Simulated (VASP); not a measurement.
Fe:

```
CELL_PARAMETERS angstrom
-1.43040 1.43040 1.43040
1.43040 -1.43040 1.43040
1.43040 1.43040 -1.43040
ATOMIC_POSITIONS crystal
Fe 0.00000 0.00000 0.00000
```

Base run:

```yaml
Program: VASP 6.6.1
Functional: PBE
Potentials_or_basis: VASP PAW PBE potentials, release 64 (Fe)
Cutoff: 520 eV
k_mesh: 12 × 12 × 12
Occupations: fermi-dirac, width 0.05 eV
Spin: collinear spin, ferromagnetic start
Starting_moments: "[2.45] μB"
Fixed_moment: 2.45 μB
Hubbard_terms: Fe d U = 5.3 eV
```

Its results: pressure 6.3 GPa; site moments Fe +2.61 μB.

Task: After a change of settings the same cell gave: pressure 42.6 GPa; site moments Fe +3.70 μB. Which change was it?
A. fixed moment from 2.45 μB to 3.68 μB; moments at the start from [2.45] to [3.68]
B. fixed moment from 2.45 μB to 4.29 μB; moments at the start from [2.45] to [4.29]
C. fixed moment from 2.45 μB to 3.06 μB; moments at the start from [2.45] to [3.06]
D. fixed moment from 2.45 μB to 0.61 μB; moments at the start from [2.45] to [0.61]

Result: A.

Caveats: the total moment is fixed, so each spin has its own Fermi level; the U is typed as a test and isn't derived for this compound.
